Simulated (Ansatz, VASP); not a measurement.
## Two plane-wave programs on Ni

```
Ni
1.0
    -1.24541    1.24541    1.76042
     1.24541   -1.24541    1.76042
     1.24541    1.24541   -1.76042
Ni
1
Direct
  0.50000 0.50000 0.00000
```

Alike in both runs: functional PBE; k mesh 10 × 10 × 10; occupations gaussian, width 0.1 eV; collinear spin.

Ansatz relaxed the structure, and its values are those at the end. VASP's run is a single point on that final structure, the one shown.

```csv
,VASP,Ansatz
version,VASP 6.6.1,Ansatz 0.2.0
potentials or method,"VASP PAW PBE potentials, release 64 (Ni), cutoff 520 eV","scalar-relativistic, plane waves, PAW"
valence electrons in the cell,10,18
```

```csv
,VASP,Ansatz,Ansatz less VASP
gap on the k mesh at the Fermi level (eV),none,none,-
pressure (GPa),-0.3,-0.1,+0.24
net moment per atom (μB),0.72,0.73,+0.012
size of the moment on the site where the two differ most (μB),0.73,0.77,+0.039
```

Site moments also hang on the region over which each program counts them. A gap of «none» marks a metal or a gap that the smearing closes. VASP's potentials hold 10 valence electrons a cell and Ansatz's 18, so a difference there can come from the potentials and not from the codes.
